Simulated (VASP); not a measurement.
A run of VASP 6.6.1 is set up as follows.

The input INCAR:

```
  ALGO = Normal
  EDIFF = 1E-6
  ENCUT = 520
  GGA = PS
  ISIF = 2
  ISMEAR = 1
  LASPH = T
  LCHARG = T
  LELF = T
  LREAL = F
  LVHAR = T
  LWAVE = F
  NBANDS = 11
  NELM = 60
  PREC = Accurate
  SIGMA = 0.05
```

File KPOINTS:

```
k-points
0
Gamma
  5 5 5
```

The input POSCAR:

```
Ca
1.0
    4.3348360000      0.0000000000      0.0000000000
    0.0000000000      4.3348360000      0.0000000000
    0.0000000000      0.0000000000      4.3348360000
Ca
1
Direct
    0.0000000000      0.0000000000      0.0000000000
```

Potentials or basis: VASP PAW PBE potentials, release 64 (Ca_sv).

The run is started by

```sh
$ cat potpaw_PBE.64/Ca_sv/POTCAR > POTCAR
$ mpirun -np 1 vasp_std > vasp.out
```

Problem. Estimate the pressure.

Solution. -2.4 GPa.

Problem. Predict the band gap on the k mesh.

Solution. Zero (band 5 reaches 0.28 eV, above the bottom of band 6 at -0.20 eV).

Caveat: the PAW data sets were made with another functional, which shifts forces and pressure a little.
